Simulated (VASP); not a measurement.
Input of a VASP 6.6.1 run:

File INCAR:

```
PREC = Accurate
ENCUT = 520
EDIFF = 1E-6
ISMEAR = -1
SIGMA = 0.1
LREAL = F
LASPH = T
NELM = 100
ALGO = Normal
ISIF = 2
LWAVE = F
LCHARG = F
GGA = CA
NBANDS = 18
```

The input KPOINTS:

```
Automatic mesh
0
Gamma
  14 14 12
```

POSCAR

```
Sc
1.0
   -3.6624671813      3.6624818853      1.5226248724
    3.6624818853     -3.6624671813      1.5226248724
    2.0132353664      2.0132353664     -1.5225979419
Sc
2
Direct
    0.0000056904      0.9999943096      1.0000000000
    0.7499943096      0.2500056904      0.5000000000
```

Potentials or basis: VASP PAW LDA potentials, release 64 (Sc_sv).

Run with:

```bash
$ cat potpaw_LDA.64/Sc_sv/POTCAR > POTCAR
$ mpirun -np 1 vasp_std > vasp.out
```

Problem. Predict the pressure.

Solution. 0.1 GPa.

Problem. Estimate the band gap on the k mesh.

Solution. Zero (bands 11 and 12 overlap by 1.07 eV).
